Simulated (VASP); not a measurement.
## BN: single point with PBEsol

Crystal: BN.

```
B N
1.0
     2.55394    0.00000    0.00000
    -1.27697    2.21178    0.00000
     0.00000    0.00000    4.22685
B N
2 2
Direct
  0.66667 0.33333 0.99972
  0.33333 0.66667 0.49972
  0.66667 0.33333 0.62528
  0.33333 0.66667 0.12528
```

```
Program                : VASP 6.6.1
Task                   : single point
Functional             : PBEsol
Potentials or basis    : VASP PAW PBE potentials, release 64 (B, N)
Cutoff                 : 520 eV
k mesh                 : 12 × 12 × 4
Occupations            : gaussian, width 0.1 eV
Spin                   : no spin polarisation
Dipole correction      : no
Further INCAR settings : ALGO = Normal; EDIFF = 1e-07; NBANDS = 16
```

The pressure is -5.4 GPa. The largest force is 0.011 eV/Å. The band gap on the k mesh is 4.97 eV, indirect (least direct gap 8.15 eV).

Forces on the atoms (eV/Å):
```
B    0.000  0.000  0.011
B    0.000  0.000  0.011
N    0.000  0.000 -0.011
N    0.000  0.000 -0.011
```

Stress tensor (GPa, compression positive):
```
-5.14  0.00  0.00
 0.00 -5.14  0.00
 0.00  0.00 -5.78
```

Levels at points of the mesh, in eV from the valence-band top:
```csv
k point,band 6,band 7,band 8,band 9,band 10,band 11
"(0.00, 0.00, 0.00)",-0.28,0.00,0.00,8.27,8.27,8.46
"(0.50, 0.00, 0.00)",-4.97,-4.43,-2.10,6.53,7.77,10.47
"(0.00, 0.00, 0.50)",-1.17,-1.17,-1.17,9.34,9.34,9.81
"(0.50, 0.00, 0.50)",-3.75,-3.57,-3.57,6.40,6.40,9.86
```

It took 11 s on 1 thread of AMD EPYC 9R45 96-Core Processor (Zen 5), on a shared host, peak memory 0.11 GiB.

Caveat: the PAW data sets were made with another functional, which shifts forces and pressure a little. A k mesh can miss the band edges.
